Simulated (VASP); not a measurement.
# CaSe (P6_3/mmc) in VASP: settings compared

CaSe is run at these levels: PBE, r2SCAN; tasks: single point.

All numbers are computed with VASP 6.6.1; they aren't measurements. Logs are shortened: lines on timing, memory, paths and dates and some standing lists are left out, and cuts for length are marked.

**1. The cell of the first run**

Symmetry: P6_3/mmc, No. 194, hexagonal system. The conventional cell has a = 4.132 Å, b = 4.132 Å, c = 7.163 Å, α = 90.00°, β = 90.00°, γ = 120.00°. Ca (site symmetry -3m) has 6 Se at 2.98 Å and 2 Ca at 3.58 Å within 3.9 Å. Within 3.9 Å of Se (site symmetry -6m2) lie 6 Ca at 2.98 Å.

**2. Single point, PBE**

Input file INCAR:

```
ALGO = Normal ; EDIFF = 1E-6
ENCUT = 520 ; GGA = PE
ISIF = 2 ; ISMEAR = 0
LASPH = T ; LCHARG = F
LREAL = F ; LWAVE = F
NBANDS = 24 ; NELM = 80
PREC = Accurate ; SIGMA = 0.01
```

Input file KPOINTS:

```
k-points
0
Gamma
  6 6 2
```

Input file POSCAR:

```
CaSe
1.0
    4.1316821748      0.0000000000      0.0000000000
   -2.0658410874      3.5781417237      0.0000000000
    0.0000000000      0.0000000000      7.1625032124
Ca Se
2 2
Direct
    0.0000000000      0.0000000000      0.0000000000
    0.0000000000      0.0000000000      0.5000000000
    0.3333333333      0.6666666667      0.2500000000
    0.6666666667      0.3333333333      0.7500000000
```

Potentials or basis: VASP PAW PBE potentials, release 64 (Ca_sv, Se).

The run is started by

```console
> cat potpaw_PBE.64/Ca_sv/POTCAR potpaw_PBE.64/Se/POTCAR > POTCAR
> mpirun -np 1 vasp_std > vasp.out
```

OUTCAR:

```text
EDIFF = 1E-6
   ENCUT = 520
   GGA = PE
   ISIF = 2
   ISMEAR = 0
   LASPH = T
   LREAL = F
   NELM = 80
   PREC = Accurate

 ion  position               nearest neighbor table
   1  0.000  0.000  0.000-   3 2.98   4 2.98   3 2.98   4 2.98   4 2.98   3 2.98
   2  0.000  0.000  0.500-   3 2.98   4 2.98   3 2.98   4 2.98   4 2.98   3 2.98
   3  0.333  0.667  0.250-   1 2.98   2 2.98   1 2.98   2 2.98   1 2.98   2 2.98
   4  0.667  0.333  0.750-   1 2.98   2 2.98   1 2.98   2 2.98   1 2.98   2 2.98

  LATTYP: Found a hexagonal cell.
 ALAT       =     4.1316821748
 C/A-ratio  =     1.7335561908

  Lattice vectors:

 A1 = (   4.1316821748,   0.0000000000,   0.0000000000)
 A2 = (  -2.0658410874,   3.5781417237,   0.0000000000)
 A3 = (   0.0000000000,   0.0000000000,   7.1625032124)

Analysis of symmetry for initial positions (statically):
=====================================================================
 Subroutine PRICEL returns:
 Original cell was already a primitive cell.

 Routine SETGRP: Setting up the symmetry group for a
 hexagonal supercell.

 Subroutine GETGRP returns: Found 24 space group operations
 (whereof 12 operations were pure point group operations)
 out of a pool of 24 trial point group operations.

The static configuration has the point symmetry D_3d.
 The point group associated with its full space group is D_6h.

Analysis of symmetry for dynamics (positions and initial velocities):
=====================================================================
 Subroutine PRICEL returns:
 Original cell was already a primitive cell.

 Routine SETGRP: Setting up the symmetry group for a
 hexagonal supercell.

 Subroutine GETGRP returns: Found 24 space group operations
 (whereof 12 operations were pure point group operations)
 out of a pool of 24 trial point group operations.

The dynamic configuration has the point symmetry D_3d.
 The point group associated with its full space group is D_6h.

 Subroutine INISYM returns: Found 24 space group operations
 (whereof 12 operations are pure point group operations),
 and found     1 'primitive' translations

----------------------------------------------------------------------------------------

                                     Primitive cell

  volume of cell :     105.8886

  direct lattice vectors                    reciprocal lattice vectors
     4.131682175  0.000000000  0.000000000     0.242032169  0.139737338  0.000000000
    -2.065841087  3.578141724  0.000000000     0.000000000  0.279474676  0.000000000
     0.000000000  0.000000000  7.162503212     0.000000000  0.000000000  0.139615993

  length of vectors
     4.131682175  4.131682175  7.162503212     0.279474676  0.279474676  0.139615993

  position of ions in fractional coordinates (direct lattice)
     0.000000000  0.000000000  0.000000000
     0.000000000  0.000000000  0.500000000
     0.333333333  0.666666667  0.250000000
     0.666666667  0.333333333  0.750000000

  ion indices of the primitive-cell ions
   primitive index   ion index
                 1           1
                 2           2
                 3           3
                 4           4

----------------------------------------------------------------------------------------

 KPOINTS: k-points

Automatic generation of k-mesh.
 Grid dimensions read from file:
 generate k-points for:    6    6    2

 Generating k-lattice:

  Cartesian coordinates                     Fractional coordinates (reciprocal lattice)
     0.040338695  0.023289556  0.000000000     0.166666667  0.000000000  0.000000000
     0.000000000  0.046579113  0.000000000     0.000000000  0.166666667  0.000000000
     0.000000000  0.000000000  0.069807997     0.000000000  0.000000000  0.500000000

  Length of vectors
     0.046579113  0.046579113  0.069807997

  Shift w.r.t. Gamma in fractional coordinates (k-lattice)
     0.000000000  0.000000000  0.000000000

 Subroutine IBZKPT returns following result:
 ===========================================

 Found     14 irreducible k-points:

 Following reciprocal coordinates:
            Coordinates               Weight
  0.000000  0.000000  0.000000      1.000000
  0.166667  0.000000  0.000000      6.000000
  0.333333  0.000000  0.000000      6.000000
  0.500000 -0.000000  0.000000      3.000000
  0.166667  0.166667  0.000000      6.000000
  0.333333  0.166667  0.000000     12.000000
  0.333333  0.333333  0.000000      2.000000
  0.000000  0.000000  0.500000      1.000000
  0.166667  0.000000  0.500000      6.000000
  0.333333  0.000000  0.500000      6.000000
  0.500000 -0.000000  0.500000      3.000000
  0.166667  0.166667  0.500000      6.000000
  0.333333  0.166667  0.500000     12.000000
  0.333333  0.333333  0.500000      2.000000
   k-points           NKPTS =     14   k-points in BZ     NKDIM =     14   number of bands    NBANDS=     24
   number of dos      NEDOS =    301   number of ions     NIONS =      4
   total plane-waves  NPLWV =  55296
   dimension x,y,z NGX =    32 NGY =   32 NGZ =   54
   dimension x,y,z NGXF=    64 NGYF=   64 NGZF=  108
   ions per type =               2   2
   NGX,Y,Z   is equivalent  to a cutoff of  12.88, 12.88, 12.53 a.u.
   NGXF,Y,Z  is equivalent  to a cutoff of  25.75, 25.75, 25.07 a.u.
 SYSTEM =  unknown system
   PREC   = accura    normal or accurate (medium, high low for compatibility)
   ISTART =      0    job   : 0-new  1-cont  2-samecut
   ICHARG =      2    charge: 1-file 2-atom 10-const
   ISPIN  =      1    spin polarized calculation?
   LNONCOLLINEAR =      F non collinear calculations
   LSORBIT =      F    spin-orbit coupling
   LASPH  =      T    aspherical Exc in radial PAW
   ENCUT  =  520.0 eV  38.22 Ry    6.18 a.u.   7.68  7.68 13.32*2*pi/ulx,y,z
   NELM   =     80;   NELMIN=  2; NELMDL= -5     # of ELM steps
   EDIFF  = 0.1E-05   stopping-criterion for ELM
   LREAL  =      F    real-space projection
   EDIFFG = 0.1E-04   stopping-criterion for IOM
   NSW    =      0    number of steps for IOM
   IBRION =     -1    ionic relax: 0-MD 1-quasi-New 2-CG
   NFREE  =      0    steps in history (QN), initial steepest desc. (CG)
   ISIF   =      2    stress and relaxation
   ISYM   =      2    0-nonsym 1-usesym 2-fastsym
   POTIM  = 0.5000    time-step for ionic-motion
   TEBEG  =    0.0;   TEEND  =   0.0 temperature during run
   PSTRESS=    0.0 pullay stress
   NELECT =      32.0000    total number of electrons
   NUPDOWN=      -1.0000    fix difference up-down
   EMIN   =  10.00;   EMAX   =-10.00  energy-range for DOS
   EFERMI =   0.00;   METHOD = LEGACY
   ISMEAR =     0;   SIGMA  =   0.01  broadening in eV -4-tet -1-fermi 0-gaus
   EFERMI_NEDOS =   21; number of points for ismear=-14 and -15
   IALGO  =     38    algorithm
   IMIX   =      4    mixing-type and parameters
     AMIX     =   0.40;   BMIX     =  1.00
     AMIX_MAG =   1.60;   BMIX_MAG =  1.00
  volume/ion in A,a.u.               =      26.47       178.64
  Fermi-wavevector in a.u.,A,eV,Ry     =   1.098605  2.076063 16.421332  1.206934
  Thomas-Fermi vector in A             =   2.234986
   LORBIT       =      0    0 simple, 1 ext, 2 COOP (PROOUT), +10 PAW based schemes
   GGA     = PE    functional components
   LHFCALC =     F    Hartree Fock is set to
   AEXX    =    0.0000 exact exchange contribution
   IVDW    =     0    specifies the selected vdW correction
   LEPSILON=     F    determine dielectric tensor
   LRPA    =     F    only Hartree local field effects (RPA)
 non-spin polarized calculation
 Gauss-broadening in eV      SIGMA  =   0.01
  energy-cutoff  :      520.00
  volume of cell :      105.89
 maximum number of plane-waves:      2901
 NGX is ok and might be reduce to    32
   NGX = 15   NGY = 15   NGZ = 27

 number of electron      31.9999996 magnetization

 Free energy of the ion-electron system (eV)
  ---------------------------------------------------
  ext. energy  EPLUGINS =         0.00000000
  ---------------------------------------------------
  free energy    TOTEN  =       -18.68736423 eV

  energy without entropy =      -18.68736423  energy(sigma->0) =      -18.68736423

 E-fermi :   2.4660     XC(G=0):  -9.0398

 val. band max:        2.4113313250   @ k =   0.0000   0.0000   0.0000
 cond. band min:       4.6052554108   @ k =   0.5000  -0.0000   0.0000
 fundamental gap:      2.1939240858
 Fermi energy:         2.4659935730

 k-point     1 :       0.0000    0.0000    0.0000
  band No.  band energies     occupation
      1     -37.5690      2.00000
      2     -37.5532      2.00000
      3     -18.7291      2.00000
      4     -18.5656      2.00000
      5     -18.5656      2.00000
      6     -18.5430      2.00000
[... 16 lines left out ...]
     23       7.0514      0.00000
     24       8.0159      0.00000

 k-point     2 :       0.1667    0.0000    0.0000
  band No.  band energies     occupation
      1     -37.5677      2.00000
      2     -37.5520      2.00000
      3     -18.7201      2.00000
      4     -18.5898      2.00000
      5     -18.5704      2.00000
      6     -18.5611      2.00000
[... 16 lines left out ...]
     23       7.9683      0.00000
     24       8.0081      0.00000

 k-point     3 :       0.3333    0.0000    0.0000
  band No.  band energies     occupation
      1     -37.5650      2.00000
      2     -37.5496      2.00000
      3     -18.7027      2.00000
      4     -18.6372      2.00000
      5     -18.5969      2.00000
      6     -18.5801      2.00000
[... 16 lines left out ...]
     23       7.9208      0.00000
     24       8.2680      0.00000
[... 244 lines left out ...]
 k-point    13 :       0.3333    0.1667    0.5000
  band No.  band energies     occupation
      1     -37.5561      2.00000
      2     -37.5561      2.00000
      3     -18.6277      2.00000
      4     -18.6277      2.00000
      5     -18.5961      2.00000
      6     -18.5961      2.00000
[... 16 lines left out ...]
     23       8.0720      0.00000
     24       8.0720      0.00000

 k-point    14 :       0.3333    0.3333    0.5000
  band No.  band energies     occupation
      1     -37.5554      2.00000
      2     -37.5554      2.00000
      3     -18.6155      2.00000
      4     -18.6155      2.00000
      5     -18.6073      2.00000
      6     -18.6073      2.00000
[... 16 lines left out ...]
     23       7.8524      0.00000
     24       7.8524      0.00000

------------------------ aborting loop because EDIFF is reached ----------------------------------------

  FORCE on cell =-STRESS in cart. coord.  units (eV):
  Direction    XX          YY          ZZ          XY          YZ          ZX
  --------------------------------------------------------------------------------------
  -------------------------------------------------------------------------------------
  Total        0.4907846      0.4907846      0.6116363      0.0000000     -0.0000000      0.0000000
  in kB        7.4259537      7.4259537      9.2545346      0.0000000     -0.0000000      0.0000000
  external PRESSURE =       8.0354806 kB  Pullay stress =       0.0000000 kB

 VOLUME and BASIS-vectors are now :
 -----------------------------------------------------------------------------
  energy-cutoff  :      520.00
  volume of cell :      105.89
      direct lattice vectors                 reciprocal lattice vectors
     4.131682175  0.000000000  0.000000000     0.242032169  0.139737338  0.000000000
    -2.065841087  3.578141724  0.000000000     0.000000000  0.279474676  0.000000000
     0.000000000  0.000000000  7.162503212     0.000000000  0.000000000  0.139615993

 POSITION                                       TOTAL-FORCE (eV/Angst)
 -----------------------------------------------------------------------------------
      0.00000      0.00000      0.00000        -0.000000     -0.000000      0.000000
      0.00000      0.00000      3.58125        -0.000000     -0.000000      0.000000
     -0.00000      2.38543      1.79063         0.000000      0.000000      0.000000
      2.06584      1.19271      5.37188        -0.000000     -0.000000      0.000000
 -----------------------------------------------------------------------------------
    total drift:                                0.000000     -0.000000      0.000000

  FREE ENERGIE OF THE ION-ELECTRON SYSTEM (eV)
  ---------------------------------------------------
  free  energy   TOTEN  =       -18.6873642276 eV

  energy  without entropy=      -18.6873642276  energy(sigma->0) =      -18.68736423
```

Wall time 85 s (1 thread of AMD EPYC 7R13, shared host); peak memory 0.2 GiB.

Results:

```
Free energy            : -18.6874 eV
Pressure               : 0.8 GPa
Band gap on the k mesh : 2.19 eV, indirect (least direct gap 2.43 eV)
```

Stress tensor (GPa, compression positive):
```
0.74 0.00 0.00
0.00 0.74 0.00
0.00 0.00 0.93
```

Caveat: the k points lie up to 0.44 Å⁻¹ apart. A k mesh can miss the band edges.

**3. Single point, PBE**

Input file INCAR:

```
SYSTEM = CaSe
PREC = Accurate
ENCUT = 520
EDIFF = 1E-6
ISMEAR = 0
SIGMA = 0.01
LREAL = .False.
LASPH = .True.
NELM = 100
ALGO = Normal
ISIF = 2
LWAVE = .False.
LCHARG = .True.
GGA = PE
LELF = .True.
LVHAR = .True.
NBANDS = 24
```

Input file KPOINTS:

```
Automatic mesh
0
Gamma
  6 6 4
  0 0 0
```

POSCAR is that of step 2.

Potentials or basis: VASP PAW PBE potentials, release 64 (Ca_sv, Se).

The run is started by

```console
> cat potpaw_PBE.64/Ca_sv/POTCAR potpaw_PBE.64/Se/POTCAR > POTCAR
> mpirun -np 1 vasp_std > vasp.out
```

Run time: 2.1 min. Hardware: 1 thread of AMD EPYC 7R13, shared host; peak memory 0.21 GiB.

Results (log left out):

```
Free energy            : -18.6903 eV
Pressure               : 0.8 GPa
Band gap on the k mesh : 2.19 eV, indirect (least direct gap 2.43 eV)
```

Stress tensor (GPa, compression positive):
```
0.74 0.00 0.00
0.00 0.74 0.00
0.00 0.00 0.91
```

Levels at points of the mesh, in eV from the valence-band top:
```csv
k point,band 12,band 13,band 14,band 15,band 16,band 17,band 18,band 19,band 20,band 21
"(0.00, 0.00, 0.00)",-1.07,-1.07,-0.35,0.00,0.00,2.43,3.15,3.78,3.78,3.89
"(0.50, 0.00, 0.00)",-2.21,-1.75,-1.69,-1.22,-0.87,2.19,3.69,5.06,5.07,5.24
"(0.00, 0.00, 0.50)",-2.21,-0.62,-0.62,-0.62,-0.62,3.58,3.58,4.30,4.30,4.30
"(0.50, 0.00, 0.50)",-2.93,-1.40,-1.40,-1.05,-1.05,3.02,3.02,4.62,4.62,5.59
```

**4. Single point, r2SCAN**

POSCAR is that of step 3.

Input file INCAR.step1:

```
PREC = Accurate ; ENCUT = 520
ISMEAR = 0 ; SIGMA = 0.01
LREAL = F ; LASPH = T
NELM = 100 ; NBANDS = 24
GGA = PE ; ALGO = Normal
EDIFF = 1E-4 ; LWAVE = T
LCHARG = F
```

Input file INCAR.step2:

```
PREC = Accurate ; ENCUT = 520
EDIFF = 1E-6 ; ISMEAR = 0
SIGMA = 0.01 ; LREAL = F
LASPH = T ; NELM = 100
ALGO = Normal ; ISIF = 2
LWAVE = F ; LCHARG = F
METAGGA = R2SCAN ; LMIXTAU = T
NBANDS = 24 ; ISTART = 1
```

Input file KPOINTS:

```
Automatic mesh
0
Gamma
  6 6 2
```

The run is started by

```console
> cat potpaw_PBE.64/Ca_sv/POTCAR potpaw_PBE.64/Se/POTCAR > POTCAR
> cp INCAR.step1 INCAR
> mpirun -np 1 vasp_std > vasp.out
> cp INCAR.step2 INCAR
> mpirun -np 1 vasp_std > vasp.out
```

Wall time 7.9 min (1 thread of AMD EPYC 7R13, shared host); peak memory 0.21 GiB.

The run converged. Its results:

* Free energy: -51.6488 eV
* Pressure: 0.2 GPa
* Band gap on the k mesh: 2.69 eV, indirect (least direct gap 2.93 eV)

Stress tensor (GPa, compression positive):
```
0.20 0.00 0.00
0.00 0.20 0.00
0.00 0.00 0.30
```

Levels at points of the mesh, in eV from the valence-band top:
```csv
k point,band 12,band 13,band 14,band 15,band 16,band 17,band 18,band 19,band 20,band 21
"(0.00, 0.00, 0.00)",-1.05,-1.05,-0.37,0.00,0.00,2.93,3.93,4.30,4.30,4.41
"(0.50, 0.00, 0.00)",-2.23,-1.74,-1.72,-1.22,-0.88,2.69,4.23,5.64,5.68,5.83
"(0.00, 0.00, 0.50)",-2.19,-0.60,-0.60,-0.60,-0.60,4.15,4.15,4.84,4.84,4.84
"(0.50, 0.00, 0.50)",-2.94,-1.41,-1.41,-1.05,-1.05,3.52,3.52,5.27,5.27,6.16
```

Caveat: the k points lie up to 0.44 Å⁻¹ apart; the PAW data sets were made with another functional, which shifts forces and pressure a little.

**5. Overview**

```csv
level,k mesh,gap on the mesh (eV),pressure (GPa)
PBE,6 × 6 × 2,2.19,0.8
PBE,6 × 6 × 4,2.19,0.8
r2SCAN,6 × 6 × 2,2.69,0.2
```

Alike in all rows: task single point; potentials or basis VASP PAW PBE potentials, release 64 (Ca_sv, Se); no spin polarisation; cell as given; cutoff (eV) 520; smearing gaussian 0.01 eV.

Caveats: some runs use coarse meshes; the PAW data sets were made with another functional, which shifts forces and pressure a little (some runs).

Total energies depend on the potentials used, so only differences within one code and one set of settings carry meaning.
